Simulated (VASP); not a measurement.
# Te2Mo in VASP: further runs, part 2 of 3

VASP 6.6.1. The steps go on from the part before.

### 4 Single point, PBEsol+D4

This run uses another cell than the first one.

Input file INCAR:

```
SYSTEM = Te2Mo
PREC     = Accurate       ! precision mode
ENCUT    = 520            ! plane-wave cutoff, eV
EDIFF    = 1E-7           ! SCF threshold, eV
ISMEAR   = -1             ! smearing method
SIGMA    = 0.05           ! smearing width, eV
LREAL    = .FALSE.        ! projectors in reciprocal space
LASPH    = .TRUE.         ! aspherical terms in the spheres
NELM     = 100            ! most SCF steps
ALGO     = Normal         ! electronic algorithm
ISIF     = 2              ! what is computed and relaxed
LWAVE    = .FALSE.        ! write WAVECAR
LCHARG   = .TRUE.         ! write CHGCAR
GGA      = PS             ! functional
IVDW     = 13             ! dispersion correction
LELF     = .TRUE.         ! ELF
LVHAR    = .TRUE.       
NBANDS   = 35             ! bands
```

Input file KPOINTS:

```
Automatic mesh
0
G
  4 8 1
  0 0 0
```

Input file POSCAR:

```
Te2Mo
1.0
    6.2646570145      0.0000000000      0.0018154230
    0.0000000000      3.4095335579      0.0000000000
   -0.0741109379      0.0000000000     36.1744856438
Te Mo
4 2
Direct
    0.4310430558      0.7500000000      0.5408264728
    0.5689569442      0.2500000000      0.4591735272
    0.9211161473      0.2500000000      0.5566268315
    0.0788838527      0.7500000000      0.4433731685
    0.1825591924      0.2500000000      0.4975907144
    0.8174408076      0.7500000000      0.5024092856
```

Potentials or basis: VASP PAW PBE potentials, release 64 (Te, Mo_sv).

Run with:

```bash
cat potpaw_PBE.64/Te/POTCAR potpaw_PBE.64/Mo_sv/POTCAR > POTCAR
mpirun -np 1 vasp_std > vasp.out
```

OUTCAR:

```text
SYSTEM = Te2Mo
   PREC = Accurate
   ENCUT = 520
   EDIFF = 1E-7
   ISMEAR = -1
   LREAL = .FALSE.
   LASPH = .TRUE.
   NELM = 100
   ISIF = 2
   GGA = PS
   IVDW = 13

 ion  position               nearest neighbor table
   1  0.431  0.750  0.541-   5 2.79   5 2.79   6 2.79   2 3.52   2 3.52   3 3.56   3 3.56   3 3.67
                             3 3.67
   2  0.569  0.250  0.459-   6 2.79   6 2.79   5 2.79   1 3.52   1 3.52   4 3.56   4 3.56   4 3.67
                             4 3.67
   3  0.921  0.250  0.557-   6 2.68   6 2.68   5 2.69   1 3.56   1 3.56   1 3.67   1 3.67
   4  0.079  0.750  0.443-   5 2.68   5 2.68   6 2.69   2 3.56   2 3.56   2 3.67   2 3.67
   5  0.183  0.250  0.498-   4 2.68   4 2.68   3 2.69   1 2.79   1 2.79   2 2.79   6 2.86   6 2.86

   6  0.817  0.750  0.502-   3 2.68   3 2.68   4 2.69   2 2.79   2 2.79   1 2.79   5 2.86   5 2.86

  LATTYP: Found a simple monoclinic cell.
 ALAT       =     6.2646572775
 B/A-ratio  =     0.5442490158
 C/A-ratio  =     5.7743879604
 COS(beta)  =    -0.0017589156

  Lattice vectors:

 A1 = (   6.2646570145,   0.0000000000,   0.0018154230)
 A2 = (   0.0000000000,   3.4095335579,   0.0000000000)
 A3 = (  -0.0741109379,   0.0000000000,  36.1744856438)

Analysis of symmetry for initial positions (statically):
=====================================================================
 Subroutine PRICEL returns:
 Original cell was already a primitive cell.

 Routine SETGRP: Setting up the symmetry group for a
 simple monoclinic supercell.

 Subroutine GETGRP returns: Found  4 space group operations
 (whereof  2 operations were pure point group operations)
 out of a pool of  4 trial point group operations.

The static configuration has the point symmetry S_2 .
 The point group associated with its full space group is C_2h.

Analysis of symmetry for dynamics (positions and initial velocities):
=====================================================================
[... 130 lines left out ...]
  volume/ion in A,a.u.               =     128.78       869.04
  Fermi-wavevector in a.u.,A,eV,Ry     =   0.665903  1.258374  6.033188  0.443427
  Thomas-Fermi vector in A             =   1.740041
   LORBIT       =      0    0 simple, 1 ext, 2 COOP (PROOUT), +10 PAW based schemes
   GGA     = PS    functional components
   LHFCALC =     F    Hartree Fock is set to
   AEXX    =    0.0000 exact exchange contribution
   IVDW    =    13    specifies the selected vdW correction
   LEPSILON=     F    determine dielectric tensor
   LRPA    =     F    only Hartree local field effects (RPA)
 non-spin polarized calculation
  energy-cutoff  :      520.00
  volume of cell :      772.67
 maximum number of plane-waves:     20871
 NGX is ok and might be reduce to    48
   NGX = 23   NGY = 13   NGZ =135

 number of electron      52.0000000 magnetization

 Free energy of the ion-electron system (eV)
  ---------------------------------------------------
  ext. energy  EPLUGINS =         0.00000000
  ---------------------------------------------------
  free energy    TOTEN  =       -39.13915265 eV

  energy without entropy =      -39.12814823  energy(sigma->0) =      -39.13365044

 E-fermi :  -2.1197     XC(G=0):  -2.3436

 val. band max:       -2.2476537159   @ k =   0.2500   0.0000  -0.0000
 cond. band min:      -2.0988189021   @ k =   0.0000   0.1250   0.0000
 fundamental gap:      0.1488348138
 Fermi energy:        -2.1197145749

 k-point     1 :       0.0000    0.0000    0.0000
  band No.  band energies     occupation
      1     -63.0148      2.00000
      2     -62.9467      2.00000
      3     -37.3138      2.00000
      4     -37.2342      2.00000
      5     -37.2056      2.00000
      6     -37.0616      2.00000
[... 559 lines left out ...]
     34       1.4605      0.00000
     35       2.5237      0.00000

------------------------ aborting loop because EDIFF is reached ----------------------------------------

  DFT-D4 for vdW energy calculation

  Edisp (eV):   -1.33490

  FORCE on cell =-STRESS in cart. coord.  units (eV):
  Direction    XX          YY          ZZ          XY          YZ          ZX
  --------------------------------------------------------------------------------------
  -------------------------------------------------------------------------------------
  Total       0.00246     0.03137     0.15819     0.00000     0.00000     0.02661
  in kB       0.00510     0.06505     0.32801     0.00000     0.00000     0.05517
  external pressure =        0.13 kB  Pullay stress =        0.00 kB

 VOLUME and BASIS-vectors are now :
 -----------------------------------------------------------------------------
  energy-cutoff  :      520.00
  volume of cell :      772.67
      direct lattice vectors                 reciprocal lattice vectors
     6.264657015  0.000000000  0.001815423     0.159625564  0.000000000  0.000327026
     0.000000000  3.409533558  0.000000000     0.000000000  0.293295251  0.000000000
    -0.074110938  0.000000000 36.174485644    -0.000008011  0.000000000  0.027643777

 POSITION                                       TOTAL-FORCE (eV/Angst)
 -----------------------------------------------------------------------------------
      2.66026      2.55715     19.56490         0.007198     -0.000000      0.012521
      3.53029      0.85238     16.61140        -0.007198      0.000000     -0.012521
      5.72922      0.85238     20.13736         0.001513      0.000000      0.032714
      0.46132      2.55715     16.03894        -0.001513      0.000000     -0.032714
      1.10679      0.85238     18.00042         0.012535      0.000000     -0.002500
      5.08375      2.55715     18.17588        -0.012535      0.000000      0.002500
 -----------------------------------------------------------------------------------
    total drift:                                0.000000     -0.000000      0.000000

  FREE ENERGIE OF THE ION-ELECTRON SYSTEM (eV)
  ---------------------------------------------------
  free  energy   TOTEN  =       -40.4740499218 eV

  energy  without entropy=      -40.4630454990  energy(sigma->0) =      -40.46854771
```

OSZICAR:

```text
N       E                     dE             d eps       ncg     rms          rms(c)
DAV:   1     0.449509626052E+03    0.44951E+03   -0.21494E+04  1290   0.106E+03
DAV:   2     0.616561173103E+01   -0.44334E+03   -0.43357E+03  1546   0.237E+02
DAV:   3    -0.388828909682E+02   -0.45049E+02   -0.44262E+02  1353   0.737E+01
DAV:   4    -0.406378860520E+02   -0.17550E+01   -0.17311E+01  1497   0.146E+01
[... 22 lines left out ...]
DAV:  27    -0.391391518630E+02   -0.11189E-05   -0.58076E-09   756   0.445E-04    0.751E-04
DAV:  28    -0.391391522689E+02   -0.40588E-06   -0.17666E-09   727   0.468E-04    0.465E-04
DAV:  29    -0.391391524495E+02   -0.18057E-06    0.51454E-09   718   0.198E-04    0.276E-04
DAV:  30    -0.391391525800E+02   -0.13054E-06    0.65925E-09   678   0.977E-05    0.120E-04
DAV:  31    -0.391391526530E+02   -0.73010E-07    0.73381E-09   674   0.580E-05
   1 F= -.40474050E+02 E0= -.40468548E+02  d E =-.110044E-01
```

Wall time 11 min (1 thread of Intel Xeon Platinum 8375C at 2.90GHz (Ice Lake), shared host); peak memory 0.92 GiB.

What came out:

| Quantity | Value |
| --- | --- |
| Free energy | -40.4740 eV |
| Largest force | 0.033 eV/Å |
| Band gap on the k mesh | zero (bands 26 and 27 overlap by 0.29 eV) |
| Dispersion energy per atom | -0.222 eV |

Forces in eV/Å, atoms in the order of the input:
```
Te   0.007  0.000  0.013
Te  -0.007  0.000 -0.013
Te   0.002  0.000  0.033
Te  -0.002  0.000 -0.033
Mo   0.013  0.000 -0.003
Mo  -0.013  0.000  0.003
```

Caveat: the PAW data sets were made with another functional, which shifts forces and pressure a little; spin-orbit coupling is left out, which moves the levels of the heavy elements.

### 5 Single point, PBE+D3(BJ)

This run uses another cell than the first one.

Input file INCAR:

```
SYSTEM = Te2Mo
  PREC = Accurate
  ENCUT = 520
  EDIFF = 1E-6
  ISMEAR = -1
  SIGMA = 0.05
  LREAL = .False.
  LASPH = .True.
  NELM = 100
  ALGO = Normal
  ISIF = 2
  LWAVE = .False.
  LCHARG = .True.
  GGA = PE
  IVDW = 12
  LELF = .True.
  LVHAR = .True.
  NBANDS = 35
```

Input file KPOINTS:

```
regular mesh
0
Gamma
  4 8 1
  0 0 0
```

Input file POSCAR:

```
Te2Mo
1.0
    6.3174817805      0.0000000000      0.0028338437
    0.0000000000      3.4108129633      0.0000000000
   -0.0690315602      0.0000000000     36.1786876291
Te Mo
4 2
Direct
    0.4315810690      0.7500000000      0.5412091020
    0.5684189310      0.2500000000      0.4587908980
    0.9218873565      0.2500000000      0.5571393473
    0.0781126435      0.7500000000      0.4428606527
    0.1824603482      0.2500000000      0.4976211369
    0.8175396518      0.7500000000      0.5023788631
```

Potentials or basis: VASP PAW PBE potentials, release 64 (Te, Mo_sv).

Run with:

```bash
cat potpaw_PBE.64/Te/POTCAR potpaw_PBE.64/Mo_sv/POTCAR > POTCAR
mpirun -np 1 vasp_std > vasp.out
```

OUTCAR:

```text
SYSTEM = Te2Mo
   PREC = Accurate
   ENCUT = 520
   EDIFF = 1E-6
   ISMEAR = -1
   LREAL = .False.
   LASPH = .True.
   NELM = 100
   ISIF = 2
   GGA = PE
   IVDW = 12
 IVDW          = 12

 ion  position               nearest neighbor table
   1  0.432  0.750  0.541-   5 2.80   5 2.80   6 2.82   2 3.54   2 3.54   3 3.58   3 3.58
   2  0.568  0.250  0.459-   6 2.80   6 2.80   5 2.82   1 3.54   1 3.54   4 3.58   4 3.58
[... 777 lines left out ...]
  --------------------------------------------------------------------------------------
  -------------------------------------------------------------------------------------
  Total       0.11218    -0.14951     0.05115     0.00000     0.00000    -0.00977
  in kB       0.23055    -0.30727     0.10512     0.00000     0.00000    -0.02008
  external pressure =        0.01 kB  Pullay stress =        0.00 kB

 VOLUME and BASIS-vectors are now :
 -----------------------------------------------------------------------------
  energy-cutoff  :      520.00
  volume of cell :      779.57
      direct lattice vectors                 reciprocal lattice vectors
     6.317481780  0.000000000  0.002833844     0.158290784  0.000000000  0.000302030
     0.000000000  3.410812963  0.000000000     0.000000000  0.293185235  0.000000000
    -0.069031560  0.000000000 36.178687629    -0.000012399  0.000000000  0.027640559

 POSITION                                       TOTAL-FORCE (eV/Angst)
 -----------------------------------------------------------------------------------
      2.68915      2.55811     19.58146        -0.005242     -0.000000      0.010794
      3.55931      0.85270     16.60006         0.005242     -0.000000     -0.010794
      5.78555      0.85270     20.15918         0.001023     -0.000000      0.010211
      0.46290      2.55811     16.02234        -0.001023      0.000000     -0.010211
      1.11834      0.85270     18.00380        -0.000726     -0.000000      0.000363
      5.13011      2.55811     18.17772         0.000726      0.000000     -0.000363
 -----------------------------------------------------------------------------------
    total drift:                                0.000000     -0.000000      0.000000

  FREE ENERGIE OF THE ION-ELECTRON SYSTEM (eV)
  ---------------------------------------------------
  free  energy   TOTEN  =       -38.3258188524 eV

  energy  without entropy=      -38.3137304364  energy(sigma->0) =      -38.31977464
```

OSZICAR:

```text
N       E                     dE             d eps       ncg     rms          rms(c)
DAV:   1     0.416069281752E+03    0.41607E+03   -0.21702E+04  1322   0.105E+03
DAV:   2     0.630714488715E+01   -0.40976E+03   -0.39944E+03  1528   0.228E+02
DAV:   3    -0.355727511011E+02   -0.41880E+02   -0.41278E+02  1364   0.692E+01
DAV:   4    -0.372400882506E+02   -0.16673E+01   -0.16488E+01  1540   0.137E+01
[... 18 lines left out ...]
DAV:  23    -0.359427923722E+02   -0.15745E-04   -0.31706E-07   854   0.212E-03    0.199E-03
DAV:  24    -0.359428012057E+02   -0.88336E-05   -0.25145E-07   823   0.208E-03    0.219E-03
DAV:  25    -0.359428037667E+02   -0.25610E-05   -0.50621E-08   746   0.656E-04    0.157E-03
DAV:  26    -0.359428052207E+02   -0.14540E-05   -0.11721E-08   679   0.385E-04    0.739E-04
DAV:  27    -0.359428057869E+02   -0.56620E-06   -0.26130E-09   682   0.330E-04
   1 F= -.38325819E+02 E0= -.38319775E+02  d E =-.120884E-01
```

Run time: 9.7 min. Hardware: 1 thread of Intel Xeon 6975P-C (Granite Rapids), shared host; peak memory 0.91 GiB.

Results:

| Quantity | Value |
| --- | --- |
| Free energy | -38.3258 eV |
| Largest force | 0.012 eV/Å |
| Band gap on the k mesh | zero (bands 26 and 27 overlap by 0.34 eV) |
| Dispersion energy per atom | -0.397 eV |

Forces on the atoms (eV/Å):
```
Te  -0.005  0.000  0.011
Te   0.005  0.000 -0.011
Te   0.001  0.000  0.010
Te  -0.001  0.000 -0.010
Mo  -0.001  0.000  0.000
Mo   0.001  0.000  0.000
```

Levels at points of the mesh, in eV from the Fermi level:
| k point | band 22 | band 23 | band 24 | band 25 | band 26 | band 27 | band 28 | band 29 | band 30 | band 31 |
| --- | --- | --- | --- | --- | --- | --- | --- | --- | --- | --- |
| (0.00, 0.00, 0.00) | -1.40 | -1.08 | -0.49 | -0.37 | 0.34 | 0.57 | 1.21 | 1.65 | 2.08 | 2.40 |
| (0.50, 0.00, 0.00) | -1.44 | -1.43 | -0.95 | -0.72 | -0.52 | 0.00 | 1.28 | 1.37 | 1.86 | 2.81 |
| (0.00, 0.50, 0.00) | -2.63 | -1.70 | -1.70 | -1.47 | -1.47 | 1.18 | 1.18 | 1.52 | 1.52 | 1.94 |
| (0.50, 0.50, 0.00) | -2.38 | -1.72 | -1.72 | -0.90 | -0.90 | 1.16 | 1.16 | 1.81 | 1.81 | 2.30 |

Caveat: spin-orbit coupling is left out, which moves the levels of the heavy elements.

### 6 Single point, PBE+D3(BJ)

This run uses another cell than the first one.

Input file INCAR:

```
SYSTEM = Te2Mo
PREC = Accurate ; ENCUT = 520
EDIFF = 1E-6 ; ISMEAR = -1
SIGMA = 0.05 ; LREAL = .FALSE.
LASPH = .TRUE. ; NELM = 100
ALGO = Normal ; ISIF = 2
LWAVE = .FALSE. ; LCHARG = .FALSE.
GGA = PE ; IVDW = 12
NBANDS = 35
```

Input file KPOINTS:

```
regular mesh
0
G
  4 8 1
  0 0 0
```

Input file POSCAR:

```
Te2Mo
1.0
    6.3208806627      0.0000000000      0.0027874212
    0.0000000000      3.4134391984      0.0000000000
   -0.0693413561      0.0000000000     36.1783261498
Te Mo
4 2
Direct
    0.4315900350      0.7500000000      0.5411400988
    0.5684099650      0.2500000000      0.4588599012
    0.9217924724      0.2500000000      0.5571122462
    0.0782075276      0.7500000000      0.4428877538
    0.1823784709      0.2500000000      0.4976238756
    0.8176215291      0.7500000000      0.5023761244
```

Potentials or basis: VASP PAW PBE potentials, release 64 (Te, Mo_sv).

Run with:

```bash
cat potpaw_PBE.64/Te/POTCAR potpaw_PBE.64/Mo_sv/POTCAR > POTCAR
mpirun -np 1 vasp_std > vasp.out
```

Wall time 8 min (1 thread of Intel Xeon 6975P-C (Granite Rapids), shared host); peak memory 0.92 GiB.

It converged, with:

```
Free energy                : -38.3256 eV
Largest force              : 0.022 eV/Å
Band gap on the k mesh     : zero (bands 26 and 27 overlap by 0.33 eV)
Dispersion energy per atom : -0.397 eV
```

Forces in eV/Å, atoms in the order of the input:
```
Te  -0.006  0.000  0.021
Te   0.006  0.000 -0.021
Te   0.001  0.000  0.016
Te  -0.001  0.000 -0.016
Mo   0.003  0.000 -0.005
Mo  -0.003  0.000  0.005
```

Levels at points of the mesh, in eV from the Fermi level:
```tsv
k point	band 23	band 24	band 25	band 26	band 27	band 28	band 29	band 30
(0.00, 0.00, 0.00)	-1.07	-0.49	-0.36	0.34	0.58	1.20	1.65	2.08
(0.50, 0.00, 0.00)	-1.42	-0.94	-0.72	-0.53	0.01	1.27	1.37	1.86
(0.00, 0.50, 0.00)	-1.70	-1.70	-1.46	-1.46	1.18	1.18	1.52	1.52
(0.50, 0.50, 0.00)	-1.72	-1.72	-0.90	-0.90	1.16	1.16	1.81	1.81
```

Caveat: three body term missing; spin-orbit coupling is left out, which moves the levels of the heavy elements.

(Part 2 of 3 ends here.)
